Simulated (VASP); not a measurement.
Here is a VASP 6.6.1 calculation.

Contents of INCAR:

```
SYSTEM = TiC
PREC     = Accurate       ! precision mode
ENCUT    = 520            ! plane-wave cutoff, eV
EDIFF    = 1E-7           ! SCF threshold, eV
ISMEAR   = 0              ! smearing method
SIGMA    = 0.1            ! smearing width, eV
LREAL    = .False.        ! projectors in reciprocal space
LASPH    = .True.         ! aspherical terms in the spheres
NELM     = 100            ! most SCF steps
ALGO     = Normal         ! electronic algorithm
ISIF     = 2              ! what is computed and relaxed
LWAVE    = .False.        ! write WAVECAR
LCHARG   = .True.         ! write CHGCAR
GGA      = PE             ! functional
LELF     = .True.         ! ELF
LVHAR    = .True.       
NBANDS   = 15             ! bands
```

KPOINTS

```
regular mesh
0
Gamma
  22 22 22
  0 0 0
```

The input POSCAR:

```
TiC
1.0
    0.0000000000      2.1663736817      2.1663736817
    2.1663736817      0.0000000000      2.1663736817
    2.1663736817      2.1663736817      0.0000000000
Ti C
1 1
Direct
    0.5000000000      0.5000000000      0.5000000000
    0.0000000000      0.0000000000      0.0000000000
```

Potentials or basis: VASP PAW PBE potentials, release 64 (Ti_sv, C).

Command:

```bash
$ cat potpaw_PBE.64/Ti_sv/POTCAR potpaw_PBE.64/C/POTCAR > POTCAR
$ mpirun -np 1 vasp_std > vasp.out
```

Problem. Estimate the pressure.

Solution. 0.2 GPa.

Problem. What does it give for the band gap on the k mesh?

Solution. Zero (bands 8 and 9 overlap by 1.10 eV).
